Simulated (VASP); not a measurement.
# Al in VASP: relaxation of the atoms with LDA

Aim: the relaxation of the atoms of Al with LDA.

Everything below comes from runs of VASP 6.6.1. Logs are shortened: lines on timing, memory, paths and dates and some standing lists are left out, and cuts for length are marked.

## 1. The cell of the first run

The cell holds a slab with vacuum, 9 atoms: a = 2.815 Å, b = 9.667 Å, c = 18.714 Å, α = 90.00°, β = 90.00°, γ = 98.37°.

## 2. Relaxation of the atoms, LDA

INCAR reads:

```
ALGO = Fast
DIPOL = 0.5 0.5 0.500
EDIFF = 1E-6
EDIFFG = -0.03
ENCUT = 520
IBRION = 2
IDIPOL = 3
ISIF = 2
ISMEAR = 0
ISYM = 0
LASPH = T
LCHARG = F
LDIPOL = T
LREAL = F
LWAVE = F
NELM = 60
NSW = 70
PREC = Accurate
SIGMA = 0.1
```

KPOINTS reads:

```
k-points
0
Gamma
  10 3 1
```

POSCAR reads:

```
Al
1.0
    2.8145688077      0.0000000000      0.0000000000
   -1.4072844038      9.5638121907      0.0000000000
    0.0000000000      0.0000000000     18.7139871538
Al
9
Selective dynamics
Direct
    0.5324782732      0.0649565463      0.3740517690  F F F
    0.6710108870      0.3420217740      0.4265301986  F F F
    0.2987174097      0.5974348195      0.4370258845  F F F
    0.9264239325      0.8528478650      0.4475215704  F F F
    0.0649565463      0.1299130927      0.5000000000  T T T
    0.2034891601      0.4069783203      0.5524784296  T T T
    0.8311956829      0.6623913658      0.5629741155  T T T
    0.4589022057      0.9178044113      0.5734698014  T T T
    0.5974348195      0.1948696390      0.6259482310  T T T
```

Potentials or basis: VASP PAW LDA potentials, release 64 (Al).

Command:

```console
> cat potpaw_LDA.64/Al/POTCAR > POTCAR
> mpirun -np 1 vasp_std > vasp.out
```

OUTCAR:

```text
EDIFF = 1E-6
   EDIFFG = -0.03
   ENCUT = 520
   IBRION = 2
   ISIF = 2
   ISMEAR = 0
   ISYM = 0
   LASPH = T
   LREAL = F
   NELM = 60
   NSW = 70
   PREC = Accurate

 ion  position               nearest neighbor table
   1  0.532  0.065  0.374-   5 2.81   5 2.81   4 2.83   4 2.83   2 2.83
   2  0.671  0.342  0.427-   6 2.81   6 2.81   3 2.83   5 2.83   3 2.83   5 2.83   1 2.83
   3  0.299  0.597  0.437-   7 2.81   7 2.81   4 2.83   2 2.83   2 2.83   4 2.83   6 2.83
   4  0.926  0.853  0.448-   8 2.81   8 2.81   3 2.83   1 2.83   3 2.83   1 2.83   7 2.83   5 2.83

   5  0.065  0.130  0.500-   9 2.81   9 2.81   1 2.81   1 2.81   2 2.83   6 2.83   2 2.83   8 2.83
                             8 2.83   4 2.83
   6  0.203  0.407  0.552-   2 2.81   2 2.81   7 2.83   9 2.83   5 2.83   7 2.83   9 2.83   3 2.83

   7  0.831  0.662  0.563-   3 2.81   3 2.81   6 2.83   8 2.83   8 2.83   6 2.83   4 2.83
   8  0.459  0.918  0.573-   4 2.81   4 2.81   7 2.83   7 2.83   5 2.83   5 2.83   9 2.83
   9  0.597  0.195  0.626-   5 2.81   5 2.81   6 2.83   6 2.83   8 2.83

IMPORTANT INFORMATION: All symmetrisations will be switched off!
NOSYMM: (Re-)initialisation of all symmetry stuff for point group C_1.

----------------------------------------------------------------------------------------

                                     Primitive cell

  volume of cell :     503.7432

  direct lattice vectors                    reciprocal lattice vectors
     2.814568808  0.000000000  0.000000000     0.355294210  0.052280408  0.000000000
    -1.407284404  9.563812191  0.000000000     0.000000000  0.104560815  0.000000000
     0.000000000  0.000000000 18.713987154     0.000000000  0.000000000  0.053435967

  length of vectors
     2.814568808  9.666796419 18.713987154     0.359120059  0.104560815  0.053435967

  position of ions in fractional coordinates (direct lattice)
     0.532478273  0.064956546  0.374051769
     0.671010887  0.342021774  0.426530199
     0.298717410  0.597434820  0.437025885
     0.926423933  0.852847865  0.447521570
     0.064956546  0.129913093  0.500000000
     0.203489160  0.406978320  0.552478430
     0.831195683  0.662391366  0.562974115
     0.458902206  0.917804411  0.573469801
     0.597434820  0.194869639  0.625948231

  ion indices of the primitive-cell ions
   primitive index   ion index
                 1           1
                 2           2
                 3           3
                 4           4
                 5           5
                 6           6
                 7           7
                 8           8
                 9           9

----------------------------------------------------------------------------------------

 KPOINTS: k-points

Automatic generation of k-mesh.
 Grid dimensions read from file:
 generate k-points for:   10    3    1

 Generating k-lattice:

  Cartesian coordinates                     Fractional coordinates (reciprocal lattice)
     0.035529421  0.005228041  0.000000000     0.100000000  0.000000000  0.000000000
     0.000000000  0.034853605  0.000000000     0.000000000  0.333333333  0.000000000
     0.000000000  0.000000000  0.053435967     0.000000000  0.000000000  1.000000000

  Length of vectors
     0.035912006  0.034853605  0.053435967

  Shift w.r.t. Gamma in fractional coordinates (k-lattice)
     0.000000000  0.000000000  0.000000000

 -----------------------------------------------------------------------------
|                                                                             |
|           W    W    AA    RRRRR   N    N  II  N    N   GGGG   !!!           |
|           W    W   A  A   R    R  NN   N  II  NN   N  G    G  !!!           |
|           W    W  A    A  R    R  N N  N  II  N N  N  G       !!!           |
|           W WW W  AAAAAA  RRRRR   N  N N  II  N  N N  G  GGG   !            |
|           WW  WW  A    A  R   R   N   NN  II  N   NN  G    G                |
|           W    W  A    A  R    R  N    N  II  N    N   GGGG   !!!           |
|                                                                             |
|     Your reciprocal lattice and k-lattice belong to different lattice       |
[... 50 lines left out ...]
   LASPH  =      T    aspherical Exc in radial PAW
   ENCUT  =  520.0 eV  38.22 Ry    6.18 a.u.   5.23 17.97 34.80*2*pi/ulx,y,z
   NELM   =     60;   NELMIN=  2; NELMDL= -5     # of ELM steps
   EDIFF  = 0.1E-05   stopping-criterion for ELM
   LREAL  =      F    real-space projection
   EDIFFG = -.3E-01   stopping-criterion for IOM
   NSW    =     70    number of steps for IOM
   IBRION =      2    ionic relax: 0-MD 1-quasi-New 2-CG
   NFREE  =      1    steps in history (QN), initial steepest desc. (CG)
   ISIF   =      2    stress and relaxation
   ISYM   =      0    0-nonsym 1-usesym 2-fastsym
   POTIM  = 0.5000    time-step for ionic-motion
   TEBEG  =    0.0;   TEEND  =   0.0 temperature during run
   PSTRESS=    0.0 pullay stress
   NELECT =      27.0000    total number of electrons
   NUPDOWN=      -1.0000    fix difference up-down
   EMIN   =  10.00;   EMAX   =-10.00  energy-range for DOS
   EFERMI =   0.00;   METHOD = LEGACY
   ISMEAR =     0;   SIGMA  =   0.10  broadening in eV -4-tet -1-fermi 0-gaus
   EFERMI_NEDOS =   21; number of points for ismear=-14 and -15
   IALGO  =     68    algorithm
   IMIX   =      4    mixing-type and parameters
     AMIX     =   0.40;   BMIX     =  1.00
     AMIX_MAG =   1.60;   BMIX_MAG =  1.00
  volume/ion in A,a.u.               =      55.97       377.71
  Fermi-wavevector in a.u.,A,eV,Ry     =   0.617248  1.166430  5.183753  0.380995
  Thomas-Fermi vector in A             =   1.675266
   LORBIT       =      0    0 simple, 1 ext, 2 COOP (PROOUT), +10 PAW based schemes
   GGA     = CA    functional components
   LHFCALC =     F    Hartree Fock is set to
   AEXX    =    0.0000 exact exchange contribution
   IVDW    =     0    specifies the selected vdW correction
   LEPSILON=     F    determine dielectric tensor
   LRPA    =     F    only Hartree local field effects (RPA)
 conjugate gradient relaxation of ions
 non-spin polarized calculation
 RMM-DIIS sequential band-by-band and
 Gauss-broadening in eV      SIGMA  =   0.10
  energy-cutoff  :      520.00
  volume of cell :      503.74
 maximum number of plane-waves:     13608
 NGX is ok and might be reduce to    24
   NGX = 11   NGY = 35   NGZ = 69

--------------------------------------- Ionic step        1  -------------------------------------------

 number of electron      27.0000000 magnetization

 Free energy of the ion-electron system (eV)
  ---------------------------------------------------
  ext. energy  EPLUGINS =         0.00000000
  ---------------------------------------------------
  free energy    TOTEN  =       -34.11646143 eV

  energy without entropy =      -34.09238778  energy(sigma->0) =      -34.10442460

------------------------ aborting loop because EDIFF is reached ----------------------------------------

  FORCE on cell =-STRESS in cart. coord.  units (eV):
  Direction    XX          YY          ZZ          XY          YZ          ZX
  --------------------------------------------------------------------------------------
  -------------------------------------------------------------------------------------
  Total       -4.9267483     -6.2904462      1.1856966      0.5503958     -0.6236626      0.0146253
  in kB      -15.6697375    -20.0070379      3.7711597      1.7505577     -1.9835859      0.0465165
  external PRESSURE =     -10.6352052 kB  Pullay stress =       0.0000000 kB
[... 110 lines left out ...]
  FREE ENERGIE OF THE ION-ELECTRON SYSTEM (eV)
  ---------------------------------------------------
  free  energy   TOTEN  =       -34.1460812153 eV

  energy  without entropy=      -34.1226244636  energy(sigma->0) =      -34.13435284

 dipolmoment           0.000000      0.000000      0.000794 electrons x Angstroem

--------------------------------------- Ionic step        4  -------------------------------------------

 number of electron      27.0000000 magnetization

------------------------ aborting loop because EDIFF is reached ----------------------------------------
[... 40 lines left out ...]
 number of electron      27.0000000 magnetization

------------------------ aborting loop because EDIFF is reached ----------------------------------------

 vacuum level on the upper side and lower side of the slab       (xc-potential included)        -0.016         0.005

  FORCE on cell =-STRESS in cart. coord.  units (eV):
  Direction    XX          YY          ZZ          XY          YZ          ZX
  --------------------------------------------------------------------------------------
  -------------------------------------------------------------------------------------
  Total       -5.9453316     -6.2406088      0.0913964      0.1857224     -0.4004002     -0.0072723
  in kB      -18.9093860    -19.8485281      0.2906901      0.5906981     -1.2734904     -0.0231300
  external PRESSURE =     -12.8224080 kB  Pullay stress =       0.0000000 kB
[... 30 lines left out ...]
--------------------------------------- Ionic step        6  -------------------------------------------

 number of electron      27.0000000 magnetization

 dipolmoment           0.000000      0.000000     -0.002100 electrons x Angstroem

 Free energy of the ion-electron system (eV)
  ---------------------------------------------------
  ext. energy  EPLUGINS =         0.00000000
  ---------------------------------------------------
  free energy    TOTEN  =       -34.15807774 eV

  energy without entropy =      -34.13630823  energy(sigma->0) =      -34.14719299

 E-fermi :  -0.6651     XC(G=0):  -4.0893

 val. band max:       -0.6844754526   @ k =   0.5000   0.3333   0.0000
 cond. band min:      -0.6559291756   @ k =   0.4000   0.0000   0.0000
 fundamental gap:      0.0285462769
 Fermi energy:        -0.6650519313

 k-point     1 :       0.0000    0.0000    0.0000
  band No.  band energies     occupation
      1     -10.9786      2.00000
      2      -9.3947      2.00000
      3      -9.2940      2.00000
      4      -8.6111      2.00000
      5      -6.7392      2.00000
      6      -6.7191      2.00000
[... 325 lines left out ...]
     17       0.9497      0.00000
     18       1.4198      0.00000

------------------------ aborting loop because EDIFF is reached ----------------------------------------

 vacuum level on the upper side and lower side of the slab       (xc-potential included)        -0.036        -0.063

  FORCE on cell =-STRESS in cart. coord.  units (eV):
  Direction    XX          YY          ZZ          XY          YZ          ZX
  --------------------------------------------------------------------------------------
  -------------------------------------------------------------------------------------
  Total       -5.9883259     -6.2865675      0.0192265      0.1692756     -0.4127132     -0.0069729
  in kB      -19.0461313    -19.9947015      0.0611507      0.5383885     -1.3126524     -0.0221776
  external PRESSURE =     -12.9932274 kB  Pullay stress =       0.0000000 kB
[... 24 lines left out ...]
  FREE ENERGIE OF THE ION-ELECTRON SYSTEM (eV)
  ---------------------------------------------------
  free  energy   TOTEN  =       -34.1580777384 eV

  energy  without entropy=      -34.1363082349  energy(sigma->0) =      -34.14719299

 reached required accuracy - stopping structural energy minimisation

 vacuum level on the upper side and lower side of the slab         3.615         3.593
```

Run time: 15 min. Hardware: 1 thread of Oxide Virtual Turin-like, shared host; peak memory 0.4 GiB.

What came out:

| Property | Result |
| --- | --- |
| Free energy | -34.1581 eV |
| Energy gained by relaxing | 4.6 meV/atom |
| Ionic steps | 6 |
| Band gap on the k mesh | zero (an odd number of electrons rules out a gap without spin polarisation) |

The path:
```csv
step,energy change (eV),largest force on free atoms (eV/Å),pressure (GPa)
1,0.0000,0.2896,-1.06
2,-0.0093,0.2525,-1.09
3,-0.0296,0.1508,-1.18
4,-0.0386,0.1280,-1.31
5,-0.0403,0.0952,-1.28
6,-0.0416,0.0288,-1.30
```

Final structure:
```xyz
9
Lattice="2.8146 0.0000 0.0000 -1.4073 9.5638 0.0000 0.0000 0.0000 18.7140" Properties=species:S:1:pos:R:3 pbc="T T T"
Al    1.4073    0.6212    7.0000
Al    1.4073    3.2710    7.9821
Al    0.0000    5.7138    8.1785
Al    1.4073    8.1565    8.3749
Al    0.0004    1.2417    9.3503
Al   -0.0059    3.9150   10.4585
Al    1.4102    6.3537   10.6288
Al   -0.0039    8.7611   10.8057
Al    1.4114    1.7952   11.6874
```

Levels at points of the mesh, in eV from the Fermi level:
```
           k point  band 12  band 13  band 14  band 15  band 16  band 17
(0.00, 0.00, 0.00)    -1.65    -1.49    -1.14     0.91     1.86     1.95
(0.50, 0.00, 0.00)    -0.94    -0.61    -0.57    -0.21     0.16     1.30
```

The gap in the log of VASP goes by the Fermi energy; the results here count the filled bands.